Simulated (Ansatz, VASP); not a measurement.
**Al2O3 in VASP and in Ansatz**

The input INCAR:

```
SYSTEM = Al2O3
ALGO = Normal
EDIFF = 1E-6
ENCUT = 520
GGA = PE
ISIF = 2
ISMEAR = 0
LASPH = .TRUE.
LCHARG = .FALSE.
LREAL = .FALSE.
LWAVE = .FALSE.
NBANDS = 35
NELM = 80
PREC = Accurate
SIGMA = 0.05
```

File KPOINTS:

```
k-points
0
G
  6 6 6
  0 0 0
```

Contents of POSCAR:

```
Al2O3
1.0
    2.4644632860      1.4228585415      4.5932069734
   -2.4644632860      1.4228585415      4.5932069734
    0.0000000000     -2.8457170833      4.5932069733
Al O
4 6
Direct
    0.8521479318      0.8521479318      0.8521479318
    0.6478520682      0.6478520682      0.6478520682
    0.1478520682      0.1478520682      0.1478520682
    0.3521479318      0.3521479318      0.3521479318
    0.0561765927      0.4438234073      0.7500000000
    0.7500000000      0.0561765927      0.4438234073
    0.4438234073      0.7500000000      0.0561765927
    0.9438234073      0.5561765927      0.2500000000
    0.2500000000      0.9438234073      0.5561765927
    0.5561765927      0.2500000000      0.9438234073
```

Input for Ansatz:

```yaml
crystal:
  lattice:
    - [2.464463286, 1.4228585415, 4.5932069734]
    - [-2.464463286, 1.4228585415, 4.5932069734]
    - [0.0, -2.8457170833, 4.5932069733]
  atoms:
    - { symbol: Al, position: [0.8521479318, 0.8521479318, 0.8521479318] }
    - { symbol: Al, position: [0.6478520682, 0.6478520682, 0.6478520682] }
    - { symbol: Al, position: [0.1478520682, 0.1478520682, 0.1478520682] }
    - { symbol: Al, position: [0.3521479318, 0.3521479318, 0.3521479318] }
    - { symbol: O, position: [0.0561765927, 0.4438234073, 0.75] }
    - { symbol: O, position: [0.75, 0.0561765927, 0.4438234073] }
    - { symbol: O, position: [0.4438234073, 0.75, 0.0561765927] }
    - { symbol: O, position: [0.9438234073, 0.5561765927, 0.25] }
    - { symbol: O, position: [0.25, 0.9438234073, 0.5561765927] }
    - { symbol: O, position: [0.5561765927, 0.25, 0.9438234073] }
basis:
  ecutwfc: 420
kpoints:
  mp_grid: { grid: [6, 6, 6] }
hamiltonian:
  xc: pbe
scf:
  occupations: { method: gaussian, width: 0.05 }
output:
  forces: true
  stress: true
  eigenvalues: true
```

Change from the starting cell: strain +0.025 along x and y, +0.050 along z, atoms carried along.

Alike in both runs: task single point; functional PBE; k mesh 6 × 6 × 6; occupations gaussian, width 0.05 eV; no spin polarisation.

|  | VASP | Ansatz |
| --- | --- | --- |
| version | VASP 6.6.1 | Ansatz 0.2.0 |
| potentials or method | VASP PAW PBE potentials, release 64 (Al, O), cutoff 520 eV | scalar-relativistic, plane waves, PAW |
| valence electrons in the cell | 48 | 48 |

Ansatz gave:

- gap on the k mesh at the Fermi level (eV): 4.64
- least direct gap on the mesh (eV): 4.64
- pressure (GPa): -18.3
- traceless stress, the component that is largest in VASP (GPa): -4.60
- rms of the force components (eV/Å): 0.018

Problem. Estimate VASP's values.

Solution. gap on the k mesh at the Fermi level (eV): 4.63; least direct gap on the mesh (eV): 4.63; pressure (GPa): -18.5; traceless stress, the component that is largest in VASP (GPa): -4.60; rms of the force components (eV/Å): 0.018.

Atom by atom the forces differ by 0.002 eV/Å (rms over components).
